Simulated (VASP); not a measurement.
# Sn in VASP: further runs

Runs on Sn. Level: PBEsol+D3(BJ). Tasks: single point.

All numbers are computed with VASP 6.6.1; they aren't measurements. Logs are shortened: lines on timing, memory, paths and dates and some standing lists are left out, and cuts for length are marked.

## 1. The cell of the first run

Symmetry: Fd-3m, No. 227, cubic system. The conventional cell has a = 6.467 Å, b = 6.467 Å, c = 6.467 Å, α = 90.00°, β = 90.00°, γ = 90.00°. Within 3.7 Å of Sn (site symmetry -43m) lie 4 Sn at 2.80 Å.

This isn't the form of Sn at room conditions, which is tetragonal (white tin).

## 2. Single point, PBEsol+D3(BJ)

Contents of INCAR:

```
PREC = Accurate
ENCUT = 500
EDIFF = 1E-6
ISMEAR = 1
SIGMA = 0.1
LREAL = False
LASPH = True
NELM = 120
ALGO = Normal
ISIF = 2
LWAVE = False
LCHARG = False
GGA = PS
IVDW = 12
NBANDS = 21
GGA_COMPAT = False
```

Contents of KPOINTS:

```
Automatic mesh
0
Gamma
  8 8 8
```

Contents of POSCAR:

```
Sn
1.0
    0.0000000000      3.2333430000      3.2333430000
    3.2333430000      0.0000000000      3.2333430000
    3.2333430000      3.2333430000      0.0000000000
Sn
2
Direct
    0.5000000000      0.5000000000      0.5000000000
    0.7500000000      0.7500000000      0.7500000000
```

Potentials or basis: VASP PAW PBE potentials, release 64 (Sn_d).

Command:

```
> cat potpaw_PBE.64/Sn_d/POTCAR > POTCAR
> mpirun -np 1 vasp_std > vasp.out
```

OUTCAR:

```text
PREC = Accurate
   ENCUT = 500
   EDIFF = 1E-6
   ISMEAR = 1
   LREAL = False
   LASPH = True
   NELM = 120
   ISIF = 2
   GGA = PS
   IVDW = 12
 IVDW          = 12

 ion  position               nearest neighbor table
   1  0.500  0.500  0.500-   2 2.80   2 2.80   2 2.80   2 2.80
   2  0.750  0.750  0.750-   1 2.80   1 2.80   1 2.80   1 2.80

  LATTYP: Found a face centered cubic cell.
 ALAT       =     6.4666860000

  Lattice vectors:

 A1 = (   0.0000000000,   3.2333430000,   3.2333430000)
 A2 = (   3.2333430000,   0.0000000000,   3.2333430000)
 A3 = (   3.2333430000,   3.2333430000,   0.0000000000)

Analysis of symmetry for initial positions (statically):
=====================================================================
 Subroutine PRICEL returns:
 Original cell was already a primitive cell.

 Routine SETGRP: Setting up the symmetry group for a
 face centered cubic supercell.

 Subroutine GETGRP returns: Found 48 space group operations
 (whereof 24 operations were pure point group operations)
 out of a pool of 48 trial point group operations.

The static configuration has the point symmetry T_d .
 The point group associated with its full space group is O_h .

Analysis of symmetry for dynamics (positions and initial velocities):
=====================================================================
 Subroutine PRICEL returns:
 Original cell was already a primitive cell.

 Routine SETGRP: Setting up the symmetry group for a
 face centered cubic supercell.

 Subroutine GETGRP returns: Found 48 space group operations
 (whereof 24 operations were pure point group operations)
 out of a pool of 48 trial point group operations.

The dynamic configuration has the point symmetry T_d .
 The point group associated with its full space group is O_h .

 Subroutine INISYM returns: Found 48 space group operations
 (whereof 24 operations are pure point group operations),
 and found     1 'primitive' translations

----------------------------------------------------------------------------------------

                                     Primitive cell

  volume of cell :      67.6060

  direct lattice vectors                    reciprocal lattice vectors
     0.000000000  3.233343000  3.233343000    -0.154638713  0.154638713  0.154638713
     3.233343000  0.000000000  3.233343000     0.154638713 -0.154638713  0.154638713
     3.233343000  3.233343000  0.000000000     0.154638713  0.154638713 -0.154638713

  length of vectors
     4.572637522  4.572637522  4.572637522     0.267842108  0.267842108  0.267842108

  position of ions in fractional coordinates (direct lattice)
     0.500000000  0.500000000  0.500000000
[... 79 lines left out ...]
   LREAL  =      F    real-space projection
   EDIFFG = 0.1E-04   stopping-criterion for IOM
   NSW    =      0    number of steps for IOM
   IBRION =     -1    ionic relax: 0-MD 1-quasi-New 2-CG
   NFREE  =      0    steps in history (QN), initial steepest desc. (CG)
   ISIF   =      2    stress and relaxation
   ISYM   =      2    0-nonsym 1-usesym 2-fastsym
   POTIM  = 0.5000    time-step for ionic-motion
   TEBEG  =    0.0;   TEEND  =   0.0 temperature during run
   PSTRESS=    0.0 pullay stress
   NELECT =      28.0000    total number of electrons
   NUPDOWN=      -1.0000    fix difference up-down
   EMIN   =  10.00;   EMAX   =-10.00  energy-range for DOS
   EFERMI =   0.00;   METHOD = LEGACY
   ISMEAR =     1;   SIGMA  =   0.10  broadening in eV -4-tet -1-fermi 0-gaus
   EFERMI_NEDOS =   21; number of points for ismear=-14 and -15
   IALGO  =     38    algorithm
   IMIX   =      4    mixing-type and parameters
     AMIX     =   0.40;   BMIX     =  1.00
     AMIX_MAG =   1.60;   BMIX_MAG =  1.00
  volume/ion in A,a.u.               =      33.80       228.11
  Fermi-wavevector in a.u.,A,eV,Ry     =   1.220298  2.306028 20.260790  1.489126
  Thomas-Fermi vector in A             =   2.355520
   LORBIT       =      0    0 simple, 1 ext, 2 COOP (PROOUT), +10 PAW based schemes
   GGA     = PS    functional components
   LHFCALC =     F    Hartree Fock is set to
   AEXX    =    0.0000 exact exchange contribution
   IVDW    =    12    specifies the selected vdW correction
   LEPSILON=     F    determine dielectric tensor
   LRPA    =     F    only Hartree local field effects (RPA)
 non-spin polarized calculation
 Methfessel and Paxton  Order N= 1 SIGMA  =   0.10
  energy-cutoff  :      500.00
  volume of cell :       67.61
 maximum number of plane-waves:      1759
 NGX is ok and might be reduce to    36
   NGX = 17   NGY = 17   NGZ = 17

 number of electron      28.0000008 magnetization

 Free energy of the ion-electron system (eV)
  ---------------------------------------------------
  ext. energy  EPLUGINS =         0.00000000
  ---------------------------------------------------
  free energy    TOTEN  =        -8.44590004 eV

  energy without entropy =       -8.44627087  energy(sigma->0) =       -8.44602365

 E-fermi :   5.5583     XC(G=0):  -9.1105

 val. band max:        5.4000264902   @ k =   0.1250   0.0000   0.0000
 cond. band min:       5.5618485016   @ k =   0.5000   0.0000   0.0000
 fundamental gap:      0.1618220114
 Fermi energy:         5.5583009406

 k-point     1 :       0.0000    0.0000    0.0000
  band No.  band energies     occupation
      1     -16.0166      2.00000
      2     -16.0166      2.00000
      3     -16.0166      2.00000
      4     -15.9548      2.00000
      5     -15.9548      2.00000
      6     -15.6341      2.00000
[... 565 lines left out ...]
     20      14.0878      0.00000
     21      14.6690      0.00000

 [... further k-points ...]

------------------------ aborting loop because EDIFF is reached ----------------------------------------

 Edisp (eV)   -0.63360

 E8    (eV) :    -0.4483

  FORCE on cell =-STRESS in cart. coord.  units (eV):
  Direction    XX          YY          ZZ          XY          YZ          ZX
  --------------------------------------------------------------------------------------
  -------------------------------------------------------------------------------------
  Total      -0.00163    -0.00163    -0.00163    -0.00000     0.00000    -0.00000
  in kB      -0.03856    -0.03856    -0.03856    -0.00000     0.00000    -0.00000
  external pressure =       -0.04 kB  Pullay stress =        0.00 kB

 VOLUME and BASIS-vectors are now :
 -----------------------------------------------------------------------------
  energy-cutoff  :      500.00
  volume of cell :       67.61
      direct lattice vectors                 reciprocal lattice vectors
     0.000000000  3.233343000  3.233343000    -0.154638713  0.154638713  0.154638713
     3.233343000  0.000000000  3.233343000     0.154638713 -0.154638713  0.154638713
     3.233343000  3.233343000  0.000000000     0.154638713  0.154638713 -0.154638713

 POSITION                                       TOTAL-FORCE (eV/Angst)
 -----------------------------------------------------------------------------------
      3.23334      3.23334      3.23334        -0.000000     -0.000000     -0.000000
      4.85001      4.85001      4.85001         0.000000      0.000000      0.000000
 -----------------------------------------------------------------------------------
    total drift:                                0.000000      0.000000      0.000000

  FREE ENERGIE OF THE ION-ELECTRON SYSTEM (eV)
  ---------------------------------------------------
  free  energy   TOTEN  =        -9.0794989209 eV

  energy  without entropy=       -9.0798697509  energy(sigma->0) =       -9.07962253
```

stdout:

```text
POSCAR found type information on POSCAR Sn
 POSCAR found :  1 types and       2 ions
 scaLAPACK will be used
 -----------------------------------------------------------------------------
|                                                                             |
|                                                                             |
|     You enforced a specific xc type in the INCAR file but a different       |
|     I HOPE YOU KNOW WHAT YOU ARE DOING!                                     |
|                                                                             |
 -----------------------------------------------------------------------------

 LDA part: xc-table for (Slater+PW92), standard interpolation
 POSCAR, INCAR and KPOINTS ok, starting setup
 FFT: planning ... GRIDC
 FFT: planning ... GRID_SOFT
 FFT: planning ... GRID
 WAVECAR not read
 entering main loop
```

Wall time 29 s (1 thread of Intel Xeon Platinum 8259CL at 2.50GHz (Skylake/Cascade Lake), shared host); peak memory 0.22 GiB.

Results:

```
Free energy                : -9.0795 eV
Pressure                   : 0.0 GPa
Band gap on the k mesh     : zero (bands 14 and 15 overlap by 0.13 eV)
Dispersion energy per atom : -0.317 eV
```

Levels at points of the mesh, in eV from the Fermi level:
| k point | band 10 | band 11 | band 12 | band 13 | band 14 | band 15 | band 16 | band 17 | band 18 | band 19 |
| --- | --- | --- | --- | --- | --- | --- | --- | --- | --- | --- |
| (0.00, 0.00, 0.00) | -21.18 | -10.66 | -0.57 | 0.13 | 0.13 | 0.13 | 2.20 | 2.20 | 2.20 | 4.91 |
| (0.50, 0.00, 0.00) | -21.13 | -9.01 | -6.32 | -1.09 | -1.09 | 0.00 | 3.26 | 3.26 | 5.56 | 8.50 |
| (0.50, 0.50, 0.00) | -21.11 | -7.52 | -7.52 | -2.46 | -2.46 | 0.79 | 0.79 | 7.82 | 7.82 | 9.36 |

Caveat: three body term missing; the PAW data sets were made with another functional, which shifts forces and pressure a little; spin-orbit coupling is left out, which moves the levels of the heavy elements.

## 3. Single point, PBEsol+D3(BJ)

This run uses another cell than the first one, of 33.91 Å³/atom.

Contents of INCAR:

```
PREC = Accurate
ENCUT = 500
EDIFF = 1E-6
ISMEAR = 1
SIGMA = 0.1
LREAL = F
LASPH = T
NELM = 120
ALGO = Normal
ISIF = 2
LWAVE = F
LCHARG = T
GGA = PS
IVDW = 12
LELF = T
LVHAR = T
NBANDS = 21
GGA_COMPAT = F
```

Contents of KPOINTS:

```
regular mesh
0
Gamma
  8 8 8
```

Contents of POSCAR:

```
Sn
1.0
    0.0000000000      3.2384190588      3.2384190588
    3.2333430000      0.0000000000      3.2384190588
    3.2333430000      3.2384190588      0.0000000000
Sn
2
Direct
    0.5000000000      0.5000000000      0.5000000000
    0.7500000000      0.7500000000      0.7500000000
```

Potentials or basis: VASP PAW PBE potentials, release 64 (Sn_d).

Command:

```
> cat potpaw_PBE.64/Sn_d/POTCAR > POTCAR
> mpirun -np 1 vasp_std > vasp.out
```

Run time: 57 s. Hardware: 1 thread of Intel Xeon Platinum 8259CL at 2.50GHz (Skylake/Cascade Lake), shared host; peak memory 0.24 GiB.

Results (log left out):

```yaml
Free_energy: -9.0794 eV
Pressure: -0.1 GPa
Band_gap_on_the_k_mesh: zero (bands 14 and 15 overlap by 0.13 eV)
Dispersion_energy_per_atom: -0.316 eV
```

Levels at points of the mesh, in eV from the Fermi level:
```
           k point  band 10  band 11  band 12  band 13  band 14  band 15  band 16  band 17  band 18  band 19
(0.00, 0.00, 0.00)   -21.17   -10.63    -0.59     0.14     0.14     0.15     2.20     2.21     2.21     4.92
(0.50, 0.00, 0.00)   -21.12    -8.98    -6.30    -1.08    -1.07     0.01     3.27     3.27     5.57     8.49
(0.50, 0.50, 0.00)   -21.10    -7.51    -7.51    -2.44    -2.44     0.81     0.81     7.81     7.81     9.34
(0.00, 0.50, 0.50)   -21.10    -7.50    -7.50    -2.45    -2.45     0.80     0.80     7.81     7.81     9.35
```

Caveat: three body term missing; the PAW data sets were made with another functional, which shifts forces and pressure a little; spin-orbit coupling is left out, which moves the levels of the heavy elements.
